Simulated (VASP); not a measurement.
**SbPt: relaxation of shape and atoms at fixed volume with r2SCAN**

Crystal: SbPt.

```
CELL_PARAMETERS angstrom
4.15258 0.00000 0.00000
-2.07629 3.59624 0.00000
0.00000 0.00000 5.59127
ATOMIC_POSITIONS crystal
Sb 0.33333 0.66667 0.25000
Sb 0.66667 0.33333 0.75000
Pt 0.00000 0.00000 0.00000
Pt 0.00000 0.00000 0.50000
```

```yaml
Program: VASP 6.6.1
Task: relaxation of shape and atoms at fixed volume
Functional: r2SCAN
Potentials_or_basis: VASP PAW PBE potentials, release 64 (Sb, Pt)
Cutoff: 600 eV
k_mesh: 6 × 6 × 4
Occupations: gaussian, width 0.05 eV
Spin: no spin polarisation
Dipole_correction: no
Further_INCAR_settings: ALGO = Normal; EDIFF = 1e-07; IBRION = 2; EDIFFG = -0.01; NSW = 60; ISIF = 4
```

* Energy gained by relaxing: 0.0 meV/atom
* Ionic steps: 2
* Pressure after relaxing: -0.1 GPa
* Band gap on the k mesh: zero (bands 15 and 16 overlap by 4.24 eV)

Final structure:
```cif
data_structure
_symmetry_space_group_name_H-M 'P 1'
_symmetry_Int_Tables_number 1
_cell_length_a 4.1546
_cell_length_b 4.1546
_cell_length_c 5.5857
_cell_angle_alpha 90.000
_cell_angle_beta 90.000
_cell_angle_gamma 120.000
_cell_volume 83.50
loop_
_atom_site_label
_atom_site_type_symbol
_atom_site_fract_x
_atom_site_fract_y
_atom_site_fract_z
_atom_site_occupancy
Sb1 Sb 0.33333 0.66667 0.25000 1
Sb2 Sb 0.66667 0.33333 0.75000 1
Pt1 Pt 0.00000 0.00000 0.00000 1
Pt2 Pt 0.00000 0.00000 0.50000 1
```

Levels at points of the mesh, in eV from the Fermi level:
```csv
k point,band 12,band 13,band 14,band 15,band 16,band 17,band 18,band 19
"(0.00, 0.00, 0.00)",-2.32,-0.08,-0.08,0.58,2.32,2.83,3.72,3.74
"(0.50, 0.00, 0.00)",-2.94,-2.79,-2.50,-2.31,-0.57,1.78,4.46,4.54
"(0.00, 0.00, 0.50)",-3.73,-1.20,-1.20,2.39,2.39,2.39,2.39,5.53
"(0.50, 0.00, 0.50)",-3.31,-3.17,-3.17,0.39,0.39,1.85,1.85,3.99
```

Run time: 5.3 min on 1 thread of Intel Xeon 8259CL, on a shared host, peak memory 0.28 GiB.

Caveat: the PAW data sets were made with another functional, which shifts forces and pressure a little; spin-orbit coupling is left out, which moves the levels of the heavy elements.
